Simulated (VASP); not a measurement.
Write the native input for VASP 6.6.1 that does the following.

| Quantity | Value |
| --- | --- |
| Task | single point |
| Functional | PBE |
| Potentials or basis | VASP PAW PBE potentials, release 64 (Pb_d, Se) |
| Cutoff | 520 eV |
| k mesh | 10 × 10 × 10 |
| Occupations | gaussian, width 0.03 eV |
| Spin | no spin polarisation |
| Dipole correction | no |
| Further INCAR settings | ALGO = Normal; EDIFF = 1e-06; NBANDS = 17 |

The structure of PbSe lies in POSCAR:

```
PbSe
1.0
    0.0000000000      3.0621500000      3.0621500000
    3.0621500000      0.0000000000      3.0621500000
    3.0621500000      3.0621500000      0.0000000000
Pb Se
1 1
Direct
    0.0106056048      0.0106056048      0.0106056048
    0.5000000000      0.5000000000      0.5000000000
```

This cell differs from its parent crystal: all Pb atoms moved +0.113 Å, as atom 1 along Cartesian [1 1 1].

One way to write it, as run:

INCAR

```
SYSTEM = PbSe
PREC = Accurate ; ENCUT = 520
EDIFF = 1E-6 ; ISMEAR = 0
SIGMA = 0.03 ; LREAL = .FALSE.
LASPH = .TRUE. ; NELM = 100
ALGO = Normal ; ISIF = 2
LWAVE = .FALSE. ; LCHARG = .TRUE.
GGA = PE ; LELF = .TRUE.
LVHAR = .TRUE. ; NBANDS = 17
```

KPOINTS

```
regular mesh
0
G
  10 10 10
  0 0 0
```

Potentials or basis: VASP PAW PBE potentials, release 64 (Pb_d, Se).

Launch:

```console
$ cat potpaw_PBE.64/Pb_d/POTCAR potpaw_PBE.64/Se/POTCAR > POTCAR
$ mpirun -np 1 vasp_std > vasp.out
```

Results of the run:

- Pressure: 2.5 GPa
- Largest force: 0.089 eV/Å
- Band gap on the k mesh: 0.37 eV

Caveat: the cell differs from its parent crystal (all Pb atoms moved +0.113 Å, as atom 1 along Cartesian [1 1 1]); spin-orbit coupling is left out, which moves the levels of the heavy elements.

It took 120 s on 1 thread of Intel Xeon 8259CL, on a shared host, peak memory 0.26 GiB.
